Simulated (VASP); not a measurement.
# Zr (P2_1/m) in VASP: single point with PBE

Aim: the single point of Zr with PBE.

All numbers are computed with VASP 6.6.1; they aren't measurements. Logs are shortened: lines on timing, memory, paths and dates and some standing lists are left out, and cuts for length are marked.

### Step 1. The cell of the first run

The structure is monoclinic, space group P2_1/m (No. 11). Conventional cell: a = 3.232 Å, b = 5.147 Å, c = 3.232 Å, α = 90.00°, β = 120.00°, γ = 90.00°. Zr (site symmetry m) has 12 Zr at 2.88 to 3.56 Å within 3.8 Å.

### Step 2. Single point, PBE (atom 1 (Zr) moved by (-0.300, +0.600) A along x and y)

INCAR reads:

```
PREC = Accurate
ENCUT = 520
EDIFF = 1E-6
ISMEAR = 0
SIGMA = 0.15
LREAL = F
LASPH = T
NELM = 60
ALGO = Fast
ISIF = 2
LWAVE = F
LCHARG = T
GGA = PE
LELF = T
LVHAR = T
NBANDS = 19
```

KPOINTS reads:

```
Automatic mesh
0
Gamma
  18 18 10
```

POSCAR reads:

```
Zr
1.0
    3.2319982225      0.0000000000      0.0000000000
   -1.6159991112      2.7989925657      0.0000000000
    0.0000000000      0.0000000000      5.1470000000
Zr
2
Direct
    0.3476929209      0.8810295083      0.2500000000
    0.6666666667      0.3333333333      0.7500000000
```

Potentials or basis: VASP PAW PBE potentials, release 64 (Zr_sv).

Started as:

```sh
> cat potpaw_PBE.64/Zr_sv/POTCAR > POTCAR
> mpirun -np 1 vasp_std > vasp.out
```

OUTCAR:

```text
PREC = Accurate
   ENCUT = 520
   EDIFF = 1E-6
   ISMEAR = 0
   LREAL = F
   LASPH = T
   NELM = 60
   ISIF = 2
   GGA = PE

 ion  position               nearest neighbor table
   1  0.348  0.881  0.250-   2 2.88   2 2.88   2 3.27   2 3.27   2 3.56   2 3.56
   2  0.667  0.333  0.750-   1 2.88   1 2.88   1 3.27   1 3.27   1 3.56   1 3.56

  LATTYP: Found a hexagonal cell.
 ALAT       =     3.2319982225
 C/A-ratio  =     1.5925132521

  Lattice vectors:

 A1 = (   3.2319982225,   0.0000000000,   0.0000000000)
 A2 = (  -1.6159991112,   2.7989925657,   0.0000000000)
 A3 = (   0.0000000000,   0.0000000000,   5.1470000000)

Analysis of symmetry for initial positions (statically):
=====================================================================
 Subroutine PRICEL returns:
 Original cell was already a primitive cell.

 Routine SETGRP: Setting up the symmetry group for a
 hexagonal supercell.

 Subroutine GETGRP returns: Found  4 space group operations
 (whereof  1 operations were pure point group operations)
 out of a pool of 24 trial point group operations.

The static configuration has the point symmetry C_1 .
 The point group associated with its full space group is C_2h.

Analysis of symmetry for dynamics (positions and initial velocities):
=====================================================================
 Subroutine PRICEL returns:
 Original cell was already a primitive cell.

 Routine SETGRP: Setting up the symmetry group for a
 hexagonal supercell.

 Subroutine GETGRP returns: Found  4 space group operations
 (whereof  1 operations were pure point group operations)
 out of a pool of 24 trial point group operations.

The dynamic configuration has the point symmetry C_1 .
 The point group associated with its full space group is C_2h.

 Subroutine INISYM returns: Found  4 space group operations
 (whereof  1 operations are pure point group operations),
 and found     1 'primitive' translations

----------------------------------------------------------------------------------------

                                     Primitive cell

  volume of cell :      46.5615

  direct lattice vectors                    reciprocal lattice vectors
     3.231998223  0.000000000  0.000000000     0.309406111  0.178635701  0.000000000
    -1.615999111  2.798992566  0.000000000     0.000000000  0.357271403  0.000000000
     0.000000000  0.000000000  5.147000000     0.000000000  0.000000000  0.194287935

  length of vectors
     3.231998223  3.231998222  5.147000000     0.357271403  0.357271403  0.194287935

  position of ions in fractional coordinates (direct lattice)
     0.347692921  0.881029508  0.250000000
     0.666666667  0.333333333  0.750000000

  ion indices of the primitive-cell ions
   primitive index   ion index
                 1           1
                 2           2

----------------------------------------------------------------------------------------

 KPOINTS: Automatic mesh

Automatic generation of k-mesh.
 Grid dimensions read from file:
 generate k-points for:   18   18   10

 Generating k-lattice:

  Cartesian coordinates                     Fractional coordinates (reciprocal lattice)
     0.017189228  0.009924206  0.000000000     0.055555556  0.000000000  0.000000000
     0.000000000  0.019848411  0.000000000     0.000000000  0.055555556  0.000000000
     0.000000000  0.000000000  0.019428793     0.000000000  0.000000000  0.100000000

  Length of vectors
     0.019848411  0.019848411  0.019428793

  Shift w.r.t. Gamma in fractional coordinates (k-lattice)
     0.000000000  0.000000000  0.000000000

 Subroutine IBZKPT returns following result:
 ===========================================

 Found    984 irreducible k-points:

 Following reciprocal coordinates:
            Coordinates               Weight
  0.000000  0.000000  0.000000      1.000000
  0.055556 -0.000000  0.000000      2.000000
  0.000000  0.055556  0.000000      2.000000
 -0.055556  0.055556  0.000000      2.000000
  0.111111 -0.000000  0.000000      2.000000
  0.000000  0.111111  0.000000      2.000000
[... 16 lines left out ...]
  0.444444  0.000000  0.000000      2.000000
  0.000000  0.444444  0.000000      2.000000
 [... further k-points ...]
   k-points           NKPTS =    984   k-points in BZ     NKDIM =    984   number of bands    NBANDS=     19
   number of dos      NEDOS =    301   number of ions     NIONS =      2
   total plane-waves  NPLWV =  23040
   dimension x,y,z NGX =    24 NGY =   24 NGZ =   40
   dimension x,y,z NGXF=    48 NGYF=   48 NGZF=   80
   ions per type =               2
   NGX,Y,Z   is equivalent  to a cutoff of  12.35, 12.35, 12.92 a.u.
   NGXF,Y,Z  is equivalent  to a cutoff of  24.69, 24.69, 25.84 a.u.
 SYSTEM =  unknown system
   PREC   = accura    normal or accurate (medium, high low for compatibility)
   ISTART =      0    job   : 0-new  1-cont  2-samecut
   ICHARG =      2    charge: 1-file 2-atom 10-const
   ISPIN  =      1    spin polarized calculation?
   LNONCOLLINEAR =      F non collinear calculations
   LSORBIT =      F    spin-orbit coupling
   LASPH  =      T    aspherical Exc in radial PAW
   ENCUT  =  520.0 eV  38.22 Ry    6.18 a.u.   6.01  6.01  9.57*2*pi/ulx,y,z
   NELM   =     60;   NELMIN=  2; NELMDL= -5     # of ELM steps
   EDIFF  = 0.1E-05   stopping-criterion for ELM
   LREAL  =      F    real-space projection
   EDIFFG = 0.1E-04   stopping-criterion for IOM
   NSW    =      0    number of steps for IOM
   IBRION =     -1    ionic relax: 0-MD 1-quasi-New 2-CG
   NFREE  =      0    steps in history (QN), initial steepest desc. (CG)
   ISIF   =      2    stress and relaxation
   ISYM   =      2    0-nonsym 1-usesym 2-fastsym
   POTIM  = 0.5000    time-step for ionic-motion
   TEBEG  =    0.0;   TEEND  =   0.0 temperature during run
   PSTRESS=    0.0 pullay stress
   NELECT =      24.0000    total number of electrons
   NUPDOWN=      -1.0000    fix difference up-down
   EMIN   =  10.00;   EMAX   =-10.00  energy-range for DOS
   EFERMI =   0.00;   METHOD = LEGACY
   ISMEAR =     0;   SIGMA  =   0.15  broadening in eV -4-tet -1-fermi 0-gaus
   EFERMI_NEDOS =   21; number of points for ismear=-14 and -15
   IALGO  =     68    algorithm
   IMIX   =      4    mixing-type and parameters
     AMIX     =   0.40;   BMIX     =  1.00
     AMIX_MAG =   1.60;   BMIX_MAG =  1.00
  volume/ion in A,a.u.               =      23.28       157.11
  Fermi-wavevector in a.u.,A,eV,Ry     =   1.312612  2.480476 23.442147  1.722949
  Thomas-Fermi vector in A             =   2.442992
   LORBIT       =      0    0 simple, 1 ext, 2 COOP (PROOUT), +10 PAW based schemes
   GGA     = PE    functional components
   LHFCALC =     F    Hartree Fock is set to
   AEXX    =    0.0000 exact exchange contribution
   IVDW    =     0    specifies the selected vdW correction
   LEPSILON=     F    determine dielectric tensor
   LRPA    =     F    only Hartree local field effects (RPA)
 non-spin polarized calculation
 RMM-DIIS sequential band-by-band and
 Gauss-broadening in eV      SIGMA  =   0.15
  energy-cutoff  :      520.00
  volume of cell :       46.56
 maximum number of plane-waves:      1284
   NGX = 13   NGY = 13   NGZ = 19

 number of electron      24.0000000 magnetization

 Free energy of the ion-electron system (eV)
  ---------------------------------------------------
  ext. energy  EPLUGINS =         0.00000000
  ---------------------------------------------------
  free energy    TOTEN  =       -16.88029500 eV

  energy without entropy =      -16.84982031  energy(sigma->0) =      -16.86505766

 E-fermi :   8.7588     XC(G=0): -11.0694

 val. band max:        8.7582434369   @ k =  -0.3333  -0.4444  -0.1000
 cond. band min:       8.7589180875   @ k =  -0.2222  -0.4444   0.2000
 fundamental gap:      0.0006746506
 Fermi energy:         8.7587526723

 k-point     1 :       0.0000    0.0000    0.0000
  band No.  band energies     occupation
      1     -39.8818      2.00000
      2     -39.6773      2.00000
      3     -18.5386      2.00000
      4     -17.5742      2.00000
      5     -17.4845      2.00000
      6     -17.4079      2.00000
[... 11 lines left out ...]
     18      11.6816      0.00000
     19      12.8894      0.00000

 k-point     2 :       0.0556   -0.0000    0.0000
  band No.  band energies     occupation
      1     -39.8784      2.00000
      2     -39.6757      2.00000
      3     -18.5299      2.00000
      4     -17.5890      2.00000
      5     -17.4969      2.00000
      6     -17.4197      2.00000
[... 11 lines left out ...]
     18      11.8747      0.00000
     19      12.7470      0.00000

 k-point     3 :       0.0000    0.0556    0.0000
  band No.  band energies     occupation
      1     -39.8782      2.00000
      2     -39.6758      2.00000
      3     -18.5289      2.00000
      4     -17.5919      2.00000
      5     -17.4930      2.00000
      6     -17.4128      2.00000
[... 11 lines left out ...]
     18      11.6511      0.00000
     19      12.9296      0.00000

 k-point     4 :      -0.0556    0.0556    0.0000
  band No.  band energies     occupation
      1     -39.8789      2.00000
      2     -39.6752      2.00000
      3     -18.5328      2.00000
      4     -17.5798      2.00000
      5     -17.5087      2.00000
      6     -17.4249      2.00000
[... 11 lines left out ...]
     18      12.0223      0.00000
     19      12.8883      0.00000

 k-point     5 :       0.1111   -0.0000    0.0000
  band No.  band energies     occupation
      1     -39.8685      2.00000
      2     -39.6711      2.00000
      3     -18.5046      2.00000
      4     -17.6357      2.00000
      5     -17.5376      2.00000
      6     -17.4494      2.00000
[... 11 lines left out ...]
     18      12.1661      0.00000
     19      12.4448      0.00000

 k-point     6 :       0.0000    0.1111    0.0000
  band No.  band energies     occupation
      1     -39.8677      2.00000
      2     -39.6718      2.00000
      3     -18.5003      2.00000
      4     -17.6435      2.00000
      5     -17.5188      2.00000
      6     -17.4373      2.00000
[... 11 lines left out ...]
     18      11.4746      0.00000
     19      13.0696      0.00000

 k-point     7 :      -0.1111    0.1111    0.0000
  band No.  band energies     occupation
      1     -39.8705      2.00000
      2     -39.6691      2.00000
      3     -18.5159      2.00000
      4     -17.5994      2.00000
      5     -17.5750      2.00000
      6     -17.4737      2.00000
[... 11 lines left out ...]
     18      12.3849      0.00000
     19      13.0863      0.00000

 k-point     8 :       0.1667   -0.0000    0.0000
  band No.  band energies     occupation
      1     -39.8531      2.00000
      2     -39.6643      2.00000
      3     -18.4646      2.00000
      4     -17.7155      2.00000
      5     -17.6109      2.00000
      6     -17.4865      2.00000
[... 256 lines left out ...]
 k-point    20 :       0.3889   -0.0000    0.0000
  band No.  band energies     occupation
      1     -39.7756      2.00000
      2     -39.6354      2.00000
      3     -18.2463      2.00000
      4     -18.1355      2.00000
      5     -17.9971      2.00000
      6     -17.6151      2.00000
[... 11 lines left out ...]
     18      13.4384      0.00000
     19      13.6053      0.00000

 k-point    21 :       0.0000    0.3889    0.0000
  band No.  band energies     occupation
      1     -39.7670      2.00000
      2     -39.6439      2.00000
      3     -18.1926      2.00000
      4     -18.0934      2.00000
      5     -18.0206      2.00000
      6     -17.6800      2.00000
[... 11 lines left out ...]
     18      13.4968      0.00000
     19      13.6161      0.00000

 k-point    22 :      -0.3889    0.3889    0.0000
  band No.  band energies     occupation
      1     -39.7955      2.00000
      2     -39.6161      2.00000
      3     -18.3608      2.00000
      4     -18.1659      2.00000
      5     -17.9140      2.00000
      6     -17.7198      2.00000
[... 11 lines left out ...]
     18      13.5743      0.00000
     19      13.7036      0.00000

 k-point    23 :       0.4444    0.0000    0.0000
  band No.  band energies     occupation
      1     -39.7642      2.00000
      2     -39.6322      2.00000
      3     -18.2109      2.00000
      4     -18.1936      2.00000
      5     -18.0496      2.00000
      6     -17.6306      2.00000
[... 11 lines left out ...]
     18      13.9013      0.00000
     19      14.2425      0.00000

 k-point    24 :       0.0000    0.4444    0.0000
  band No.  band energies     occupation
      1     -39.7539      2.00000
      2     -39.6422      2.00000
      3     -18.1459      2.00000
      4     -18.1374      2.00000
      5     -18.0892      2.00000
      6     -17.6977      2.00000
[... 11 lines left out ...]
     18      13.8221      0.00000
     19      14.2518      0.00000

 [... further k-points ...]
[... 5 lines left out ...]
  --------------------------------------------------------------------------------------
  -------------------------------------------------------------------------------------
  Total       -1.3373185      0.1523338      0.2804325      0.0720125      0.0000000      0.0000000
  in kB      -46.0170121      5.2417914      9.6496588      2.4779423      0.0000000      0.0000000
  external PRESSURE =     -10.3751873 kB  Pullay stress =       0.0000000 kB

 VOLUME and BASIS-vectors are now :
 -----------------------------------------------------------------------------
  energy-cutoff  :      520.00
  volume of cell :       46.56
      direct lattice vectors                 reciprocal lattice vectors
     3.231998223  0.000000000  0.000000000     0.309406111  0.178635701  0.000000000
    -1.615999111  2.798992566  0.000000000     0.000000000  0.357271403  0.000000000
     0.000000000  0.000000000  5.147000000     0.000000000  0.000000000  0.194287935

 POSITION                                       TOTAL-FORCE (eV/Angst)
 -----------------------------------------------------------------------------------
     -0.30000      2.46600      1.28675        -0.004008     -0.539201      0.000000
      1.61600      0.93300      3.86025         0.004008      0.539201      0.000000
 -----------------------------------------------------------------------------------
    total drift:                                0.000000      0.000000      0.000000

  FREE ENERGIE OF THE ION-ELECTRON SYSTEM (eV)
  ---------------------------------------------------
  free  energy   TOTEN  =       -16.8802949994 eV

  energy  without entropy=      -16.8498203125  energy(sigma->0) =      -16.86505766
```

It took 27 min on 1 thread of AMD EPYC 7R13, shared host; peak memory 0.7 GiB.

What came out:

```
Free energy            : -16.8803 eV
Pressure               : -1.0 GPa
Largest force          : 0.539 eV/Å
Band gap on the k mesh : zero (band 12 reaches 9.75 eV, above the bottom of band 13 at 8.16 eV)
```

Forces in eV/Å, atoms in the order of the input:
```
Zr  -0.004 -0.539  0.000
Zr   0.004  0.539  0.000
```

Stress tensor (GPa, compression positive):
```
-4.60  0.25  0.00
 0.25  0.52  0.00
 0.00  0.00  0.96
```

Levels at points of the mesh, in eV from the Fermi level:
```
           k point  band 10  band 11  band 12  band 13  band 14  band 15
(0.00, 0.00, 0.00)    -2.66     0.11     0.98     1.33     1.62     1.64
(0.50, 0.00, 0.00)    -1.92    -1.80     0.19     0.56     1.05     1.97
(0.00, 0.50, 0.00)    -1.56    -0.83    -0.44    -0.30     1.01     1.13
(0.50, 0.50, 0.00)    -2.64    -2.22     0.41     0.83     1.64     3.17
(0.00, 0.00, 0.50)    -3.72     0.06     0.06     1.02     1.02     1.44
(0.50, 0.00, 0.50)    -2.66    -1.30    -1.30     1.75     1.75     3.48
(0.00, 0.50, 0.50)    -2.82    -1.04    -1.04     2.02     2.02     2.78
(0.50, 0.50, 0.50)    -2.17    -1.30    -1.30     1.19     1.19     3.26
```

Caveat: the cell differs from its parent crystal (atom 1 (Zr) moved by (-0.300, +0.600) A along x and y).
